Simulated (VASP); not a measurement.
# CeO2 (Fm-3m) in VASP: further runs

CeO2 is run at these levels: r2SCAN; tasks: single point.

All numbers are computed with VASP 6.6.1; they aren't measurements. Logs are shortened: lines on timing, memory, paths and dates and some standing lists are left out, and cuts for length are marked.

## (1) The cell of the first run

Symmetry: Fm-3m, No. 225, cubic system. Conventional cell: a = 5.371 Å, b = 5.371 Å, c = 5.371 Å, α = 90.00°, β = 90.00°, γ = 90.00°. Ce (site symmetry m-3m) has 8 O at 2.33 Å within 3.1 Å. Within 3.1 Å of O (site symmetry -43m) lie 4 Ce at 2.33 Å and 6 O at 2.69 Å.

## (2) Single point, r2SCAN, collinear spin, ferromagnetic start

File POSCAR:

```
CeO2
1.0
    0.0000000000      2.6855041512      2.6855041512
    2.6855041512      0.0000000000      2.6855041512
    2.6855041512      2.6855041512      0.0000000000
Ce O
1 2
Direct
    0.0000000000      0.0000000000      0.0000000000
    0.7500000000      0.7500000000      0.7500000000
    0.2500000000      0.2500000000      0.2500000000
```

File INCAR.step1:

```
SYSTEM = CeO2
PREC = Accurate ; ENCUT = 520
ISMEAR = -1 ; SIGMA = 0.05
LREAL = .False. ; LASPH = .True.
NELM = 150 ; ISPIN = 2
MAGMOM = 1 0 0 ; LMAXMIX = 6
NBANDS = 23 ; GGA = PE
ALGO = Normal ; EDIFF = 1E-4
LWAVE = .True. ; LCHARG = .False.
```

File INCAR.step2:

```
SYSTEM = CeO2
PREC = Accurate ; ENCUT = 520
EDIFF = 1E-7 ; ISMEAR = -1
SIGMA = 0.05 ; LREAL = .False.
LASPH = .True. ; NELM = 150
ALGO = Normal ; ISIF = 2
LWAVE = .False. ; LCHARG = .True.
ISPIN = 2 ; MAGMOM = 1 0 0
LORBIT = 11 ; LMAXMIX = 6
METAGGA = R2SCAN ; LMIXTAU = .True.
LELF = .True. ; LVHAR = .True.
NBANDS = 23 ; ISTART = 1
```

File KPOINTS:

```
regular mesh
0
Gamma
  9 9 9
  0 0 0
```

Potentials or basis: VASP PAW PBE potentials, release 64 (Ce, O).

Started as:

```sh
$ cat potpaw_PBE.64/Ce/POTCAR potpaw_PBE.64/O/POTCAR > POTCAR
$ cp INCAR.step1 INCAR
$ mpirun -np 1 vasp_std > vasp.out
$ cp INCAR.step2 INCAR
$ mpirun -np 1 vasp_std > vasp.out
```

OUTCAR:

```text
SYSTEM = CeO2
   PREC = Accurate
   ENCUT = 520
   EDIFF = 1E-7
   ISMEAR = -1
   LREAL = .False.
   LASPH = .True.
   NELM = 150
   ISIF = 2
   ISPIN = 2
   LORBIT = 11
   METAGGA = R2SCAN
   ISTART = 1

 ion  position               nearest neighbor table
   1  0.000  0.000  0.000-   2 2.33   2 2.33   2 2.33   2 2.33   3 2.33   3 2.33   3 2.33   3 2.33

   2  0.750  0.750  0.750-   1 2.33   1 2.33   1 2.33   1 2.33
   3  0.250  0.250  0.250-   1 2.33   1 2.33   1 2.33   1 2.33

  LATTYP: Found a face centered cubic cell.
 ALAT       =     5.3710083024

  Lattice vectors:

 A1 = (   0.0000000000,   2.6855041512,   2.6855041512)
 A2 = (   2.6855041512,   0.0000000000,   2.6855041512)
 A3 = (   2.6855041512,   2.6855041512,   0.0000000000)

Analysis of symmetry for initial positions (statically):
=====================================================================
 Subroutine PRICEL returns:
 Original cell was already a primitive cell.

 Routine SETGRP: Setting up the symmetry group for a
 face centered cubic supercell.

 Subroutine GETGRP returns: Found 48 space group operations
 (whereof 48 operations were pure point group operations)
 out of a pool of 48 trial point group operations.

The static configuration has the point symmetry O_h .

Analysis of symmetry for dynamics (positions and initial velocities):
=====================================================================
 Subroutine PRICEL returns:
 Original cell was already a primitive cell.

 Routine SETGRP: Setting up the symmetry group for a
 face centered cubic supercell.

 Subroutine GETGRP returns: Found 48 space group operations
 (whereof 48 operations were pure point group operations)
 out of a pool of 48 trial point group operations.

The dynamic configuration has the point symmetry O_h .

Analysis of structural, dynamic, and magnetic symmetry:
=====================================================================
 Subroutine PRICEL returns:
 Original cell was already a primitive cell.

 Routine SETGRP: Setting up the symmetry group for a
 face centered cubic supercell.

 Subroutine GETGRP returns: Found 48 space group operations
 (whereof 48 operations were pure point group operations)
 out of a pool of 48 trial point group operations.

The overall configuration has the point symmetry O_h .

 Subroutine INISYM returns: Found 48 space group operations
 (whereof 48 operations are pure point group operations),
 and found     1 'primitive' translations

----------------------------------------------------------------------------------------

                                     Primitive cell

  volume of cell :      38.7353

  direct lattice vectors                    reciprocal lattice vectors
     0.000000000  2.685504151  2.685504151    -0.186184780  0.186184780  0.186184780
     2.685504151  0.000000000  2.685504151     0.186184780 -0.186184780  0.186184780
     2.685504151  2.685504151  0.000000000     0.186184780  0.186184780 -0.186184780

  length of vectors
     3.797876392  3.797876392  3.797876392     0.322481499  0.322481499  0.322481499

  position of ions in fractional coordinates (direct lattice)
     0.000000000  0.000000000  0.000000000
     0.750000000  0.750000000  0.750000000
     0.250000000  0.250000000  0.250000000

  ion indices of the primitive-cell ions
   primitive index   ion index
                 1           1
                 2           2
                 3           3

----------------------------------------------------------------------------------------

 KPOINTS: regular mesh

Automatic generation of k-mesh.
 Grid dimensions read from file:
 generate k-points for:    9    9    9

 Generating k-lattice:

  Cartesian coordinates                     Fractional coordinates (reciprocal lattice)
    -0.020687198  0.020687198  0.020687198     0.111111111  0.000000000  0.000000000
     0.020687198 -0.020687198  0.020687198     0.000000000  0.111111111  0.000000000
     0.020687198  0.020687198 -0.020687198     0.000000000  0.000000000  0.111111111

  Length of vectors
     0.035831278  0.035831278  0.035831278

  Shift w.r.t. Gamma in fractional coordinates (k-lattice)
     0.000000000  0.000000000  0.000000000

 Subroutine IBZKPT returns following result:
 ===========================================

 Found     35 irreducible k-points:

 Following reciprocal coordinates:
            Coordinates               Weight
  0.000000  0.000000  0.000000      1.000000
  0.111111  0.000000  0.000000      8.000000
  0.222222  0.000000  0.000000      8.000000
  0.333333  0.000000  0.000000      8.000000
  0.444444  0.000000  0.000000      8.000000
  0.111111  0.111111  0.000000      6.000000
[... 16 lines left out ...]
 -0.333333  0.333333  0.000000     12.000000
  0.444444  0.444444  0.000000      6.000000
 [... further k-points ...]
   k-points           NKPTS =     35   k-points in BZ     NKDIM =     35   number of bands    NBANDS=     23
   number of dos      NEDOS =    301   number of ions     NIONS =      3
   total plane-waves  NPLWV =  21952
   dimension x,y,z NGX =    28 NGY =   28 NGZ =   28
   dimension x,y,z NGXF=    56 NGYF=   56 NGZF=   56
   ions per type =               1   2
   NGX,Y,Z   is equivalent  to a cutoff of  12.26, 12.26, 12.26 a.u.
   NGXF,Y,Z  is equivalent  to a cutoff of  24.51, 24.51, 24.51 a.u.
 SYSTEM =  CeO2
   PREC   = accura    normal or accurate (medium, high low for compatibility)
   ISTART =      1    job   : 0-new  1-cont  2-samecut
   ICHARG =      0    charge: 1-file 2-atom 10-const
   ISPIN  =      2    spin polarized calculation?
   LNONCOLLINEAR =      F non collinear calculations
   LSORBIT =      F    spin-orbit coupling
   LASPH  =      T    aspherical Exc in radial PAW
   ENCUT  =  520.0 eV  38.22 Ry    6.18 a.u.   7.06  7.06  7.06*2*pi/ulx,y,z
   NELM   =    150;   NELMIN=  2; NELMDL=  0     # of ELM steps
   EDIFF  = 0.1E-06   stopping-criterion for ELM
   LREAL  =      F    real-space projection
   EDIFFG = 0.1E-05   stopping-criterion for IOM
   NSW    =      0    number of steps for IOM
   IBRION =     -1    ionic relax: 0-MD 1-quasi-New 2-CG
   NFREE  =      0    steps in history (QN), initial steepest desc. (CG)
   ISIF   =      2    stress and relaxation
   ISYM   =      2    0-nonsym 1-usesym 2-fastsym
   POTIM  = 0.5000    time-step for ionic-motion
   TEBEG  =    0.0;   TEEND  =   0.0 temperature during run
   PSTRESS=    0.0 pullay stress
   NELECT =      24.0000    total number of electrons
   NUPDOWN=      -1.0000    fix difference up-down
   EMIN   =  10.00;   EMAX   =-10.00  energy-range for DOS
   EFERMI =   0.00;   METHOD = LEGACY
   ISMEAR =    -1;   SIGMA  =   0.05  broadening in eV -4-tet -1-fermi 0-gaus
   EFERMI_NEDOS =   21; number of points for ismear=-14 and -15
   IALGO  =     38    algorithm
   IMIX   =      4    mixing-type and parameters
     AMIX     =   0.40;   BMIX     =  1.00
     AMIX_MAG =   1.60;   BMIX_MAG =  1.00
  volume/ion in A,a.u.               =      12.91        87.13
  Fermi-wavevector in a.u.,A,eV,Ry     =   1.395649  2.637393 26.501904  1.947835
  Thomas-Fermi vector in A             =   2.519080
   LORBIT       =     11    0 simple, 1 ext, 2 COOP (PROOUT), +10 PAW based schemes
   METAGGA = R2SCAN    functional components
   LHFCALC =     F    Hartree Fock is set to
   AEXX    =    0.0000 exact exchange contribution
   IVDW    =     0    specifies the selected vdW correction
   LEPSILON=     F    determine dielectric tensor
   LRPA    =     F    only Hartree local field effects (RPA)
 spin polarized calculation
  energy-cutoff  :      520.00
  volume of cell :       38.74
 maximum number of plane-waves:      1053
   NGX = 15   NGY = 15   NGZ = 15

 number of electron      24.0000005 magnetization       0.0000000

 number of electron      24.0000005 magnetization      -0.0000000

 Free energy of the ion-electron system (eV)
  ---------------------------------------------------
  ext. energy  EPLUGINS =         0.00000000
  ---------------------------------------------------
  free energy    TOTEN  =       -53.99717313 eV

  energy without entropy =      -53.99717313  energy(sigma->0) =      -53.99717313

 E-fermi :   6.3980     XC(G=0): -12.1885

 val. band max:        5.2755735541   @ k =  -0.3333   0.2222   0.0000
 cond. band min:       7.6286631742   @ k =  -0.4444   0.1111   0.0000
 fundamental gap:      2.3530896201
 Fermi energy:         6.3980374583

 spin component 1

 k-point     1 :       0.0000    0.0000    0.0000
  band No.  band energies     occupation
      1     -28.1862      1.00000
      2     -12.0279      1.00000
      3     -11.1470      1.00000
      4      -9.7814      1.00000
      5      -9.7814      1.00000
      6      -9.7814      1.00000
[... 15 lines left out ...]
     22      12.9362      0.00000
     23      18.6529      0.00000
[... 575 lines left out ...]
      1     -27.8605      1.00000
      2     -14.5181      1.00000
      3     -11.9167      1.00000
      4     -10.4206      1.00000
      5     -10.4206      1.00000
      6      -6.6625      1.00000
[... 15 lines left out ...]
     22      14.5876      0.00000
     23      16.7218      0.00000

 [... further k-points ...]

 spin component 2

 k-point     1 :       0.0000    0.0000    0.0000
  band No.  band energies     occupation
      1     -28.1862      1.00000
      2     -12.0279      1.00000
      3     -11.1470      1.00000
      4      -9.7814      1.00000
      5      -9.7814      1.00000
      6      -9.7814      1.00000
[... 15 lines left out ...]
     22      12.9362      0.00000
     23      18.6529      0.00000
[... 575 lines left out ...]
      1     -27.8605      1.00000
      2     -14.5181      1.00000
      3     -11.9167      1.00000
      4     -10.4206      1.00000
      5     -10.4206      1.00000
      6      -6.6625      1.00000
[... 15 lines left out ...]
     22      14.5876      0.00000
     23      16.7218      0.00000

 [... further k-points ...]

------------------------ aborting loop because EDIFF is reached ----------------------------------------

  FORCE on cell =-STRESS in cart. coord.  units (eV):
  Direction    XX          YY          ZZ          XY          YZ          ZX
  --------------------------------------------------------------------------------------
  -------------------------------------------------------------------------------------
  Total        1.7814786      1.7814786      1.7814786      0.0000000      0.0000000      0.0000000
  in kB       73.6857840     73.6857840     73.6857840      0.0000000      0.0000000      0.0000000
  external PRESSURE =      73.6857840 kB  Pullay stress =       0.0000000 kB

 VOLUME and BASIS-vectors are now :
 -----------------------------------------------------------------------------
  energy-cutoff  :      520.00
  volume of cell :       38.74
      direct lattice vectors                 reciprocal lattice vectors
     0.000000000  2.685504151  2.685504151    -0.186184780  0.186184780  0.186184780
     2.685504151  0.000000000  2.685504151     0.186184780 -0.186184780  0.186184780
     2.685504151  2.685504151  0.000000000     0.186184780  0.186184780 -0.186184780

 POSITION                                       TOTAL-FORCE (eV/Angst)
 -----------------------------------------------------------------------------------
      0.00000      0.00000      0.00000         0.000000      0.000000      0.000000
      4.02826      4.02826      4.02826        -0.000000     -0.000000     -0.000000
      1.34275      1.34275      1.34275         0.000000      0.000000     -0.000000
 -----------------------------------------------------------------------------------
    total drift:                                0.000000      0.000000      0.000000

  FREE ENERGIE OF THE ION-ELECTRON SYSTEM (eV)
  ---------------------------------------------------
  free  energy   TOTEN  =       -53.9971731289 eV

  energy  without entropy=      -53.9971731288  energy(sigma->0) =      -53.99717313

 total charge

# of ion       s       p       d       f       tot
--------------------------------------------------
    1        2.074   5.850   0.903   0.913   9.739
    2        1.583   3.484   0.000   0.000   5.067
    3        1.583   3.484   0.000   0.000   5.067
--------------------------------------------------
tot          5.239  12.819   0.903   0.913  19.874

 magnetization (x)

# of ion       s       p       d       f       tot
--------------------------------------------------
    1        0.000   0.000   0.000   0.000   0.000
    2       -0.000  -0.000   0.000   0.000  -0.000
    3       -0.000  -0.000   0.000   0.000  -0.000
--------------------------------------------------
tot          0.000  -0.000   0.000   0.000   0.000
```

Wall time 4 min (1 thread of Intel Xeon 8259CL, shared host); peak memory 0.23 GiB.

What came out:

| Property | Result |
| --- | --- |
| Free energy | -53.9972 eV |
| Pressure | 7.4 GPa |
| Band gap on the k mesh | 2.35 eV (least direct gap 2.42 eV) |
| Net moment | 0.00 μB per cell |
| Valence electrons inside the program's atomic spheres | Ce 9.74; O 5.07 |

Levels at points of the mesh, in eV from the valence-band top:
Spin up:
| k point | band 8 | band 9 | band 10 | band 11 | band 12 | band 13 | band 14 | band 15 | band 16 | band 17 |
| --- | --- | --- | --- | --- | --- | --- | --- | --- | --- | --- |
| (0.00, 0.00, 0.00) | -4.06 | -4.06 | -0.62 | -0.62 | -0.62 | 2.78 | 2.78 | 2.78 | 2.96 | 3.38 |
Spin down:
```
           k point  band 9  band 10  band 11  band 12  band 13  band 14  band 15  band 16
(0.00, 0.00, 0.00)   -4.06    -0.62    -0.62    -0.62     2.78     2.78     2.78     2.96
```

Caveat: the magnetic or orbital state may not be the lowest; the cell stands under pressure; the moments typed at the start vanished in this run; the PAW data sets were made with another functional, which shifts forces and pressure a little; spin-orbit coupling is left out, which moves the levels of the heavy elements; an odd mesh through Γ misses points on the zone boundary, where band edges can lie.

## (3) Single point, r2SCAN, collinear spin, ferromagnetic start

This run uses another cell than the first one, of 13.18 Å³/atom.

File POSCAR:

```
CeO2
1.0
    0.0000000000      2.7036500000      2.7036500000
    2.7036500000      0.0000000000      2.7036500000
    2.7036500000      2.7036500000      0.0000000000
Ce O
1 2
Direct
    0.0000000000      0.0000000000      0.0000000000
    0.7500000000      0.7500000000      0.7500000000
    0.2500000000      0.2500000000      0.2500000000
```

File INCAR.step1:

```
ALGO = Normal
EDIFF = 1E-4
ENCUT = 520
GGA = PE
ISMEAR = -1
ISPIN = 2
LASPH = True
LCHARG = False
LMAXMIX = 6
LREAL = False
LWAVE = True
MAGMOM = 1 0 0
NBANDS = 23
NELM = 150
PREC = Accurate
SIGMA = 0.05
```

File INCAR.step2:

```
ALGO = Normal
EDIFF = 1E-6
ENCUT = 520
ISIF = 2
ISMEAR = -1
ISPIN = 2
ISTART = 1
LASPH = True
LCHARG = False
LMAXMIX = 6
LMIXTAU = True
LORBIT = 11
LREAL = False
LWAVE = False
MAGMOM = 1 0 0
METAGGA = R2SCAN
NBANDS = 23
NELM = 150
PREC = Accurate
SIGMA = 0.05
```

File KPOINTS:

```
k-points
0
Gamma
  9 9 9
```

Potentials or basis: VASP PAW PBE potentials, release 64 (Ce, O).

Started as:

```sh
$ cat potpaw_PBE.64/Ce/POTCAR potpaw_PBE.64/O/POTCAR > POTCAR
$ cp INCAR.step1 INCAR
$ mpirun -np 1 vasp_std > vasp.out
$ cp INCAR.step2 INCAR
$ mpirun -np 1 vasp_std > vasp.out
```

Run time: 4.4 min. Hardware: 1 thread of Intel Xeon 8259CL, shared host; peak memory 0.23 GiB.

The run converged. Its results:

| Property | Result |
| --- | --- |
| Free energy | -54.0249 eV |
| Pressure | 3.0 GPa |
| Band gap on the k mesh | 2.28 eV (least direct gap 2.35 eV) |
| Net moment | 0.00 μB per cell |
| Valence electrons inside the program's atomic spheres | Ce 9.69; O 5.06 |

Levels at points of the mesh, in eV from the valence-band top:
Spin up:
```
           k point  band 10  band 11  band 12  band 13  band 14  band 15
(0.00, 0.00, 0.00)    -0.58    -0.58    -0.58     2.69     2.69     2.69
```
Spin down:
```csv
k point,band 10,band 11,band 12,band 13,band 14,band 15
"(0.00, 0.00, 0.00)",-0.58,-0.58,-0.58,2.69,2.69,2.69
```

Caveat: the magnetic or orbital state may not be the lowest; the cell stands under pressure; the moments typed at the start vanished in this run; the PAW data sets were made with another functional, which shifts forces and pressure a little; spin-orbit coupling is left out, which moves the levels of the heavy elements; an odd mesh through Γ misses points on the zone boundary, where band edges can lie. The state reached can hang on the start; a lower one may exist.
